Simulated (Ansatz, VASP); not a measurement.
## Fe: VASP beside Ansatz

Contents of INCAR:

```
PREC = Accurate ; ENCUT = 520
EDIFF = 1E-6 ; ISMEAR = 0
SIGMA = 0.3 ; LREAL = False
LASPH = True ; NELM = 150
ALGO = Normal ; ISIF = 2
LWAVE = False ; LCHARG = True
ISPIN = 2 ; MAGMOM = 2.208
LORBIT = 11 ; LMAXMIX = 4
GGA = PE ; LELF = True
LVHAR = True ; NBANDS = 14
```

File KPOINTS:

```
Automatic mesh
0
Gamma
  15 15 15
```

File POSCAR:

```
Fe
1.0
   -1.4163059769      1.4163059769      1.4163059769
    1.4163059769     -1.4163059769      1.4163059769
    1.4163059769      1.4163059769     -1.4163059769
Fe
1
Direct
    0.0000000000      0.0000000000      0.0000000000
```

Input for Ansatz:

```yaml
crystal:
  lattice:
    - [-1.4163059769, 1.4163059769, 1.4163059769]
    - [1.4163059769, -1.4163059769, 1.4163059769]
    - [1.4163059769, 1.4163059769, -1.4163059769]
  atoms:
    - { symbol: Fe, position: [0.0, 0.0, 0.0], spin: 2.208 }
hamiltonian:
  xc: pbe
  pseudopotentials:
    kind: paw
    azcp:
      Fe: "pseudopotentials/Fe.paw.azcp"
basis:
  ecutwfc: 420
  fft_grid_basis: typed
kpoints:
  mp_grid: { grid: [15, 15, 15], shift: [0, 0, 0] }
magnetization:
  spin_polarized: true
scf:
  occupations: { method: gaussian, width: 0.3 }
  lower_state_search: "off"
output:
  stress: true
```

Alike in both runs: task single point; functional PBE; k mesh 15 × 15 × 15; occupations gaussian, width 0.3 eV; collinear spin.

```csv
,VASP,Ansatz
version,VASP 6.6.1,Ansatz 0.2.0
potentials or method,"VASP PAW PBE potentials, release 64 (Fe), cutoff 520 eV","plane waves (420 eV) with PAW, scalar-relativistic"
valence electrons in the cell,8,16
```

```csv
,VASP,Ansatz,Ansatz less VASP
pressure (GPa),-0.4,0.0,+0.32
net moment per atom (μB),2.18,2.16,-0.017
size of the moment on the site where the two differ most (μB),2.18,2.21,+0.032
```

Site moments also hang on the region over which each program counts them. The functional is the same, so the differences come from potentials, cutoffs and numerics. VASP's potentials hold 8 valence electrons a cell and Ansatz's 16, so a difference there can come from the potentials and not from the codes.
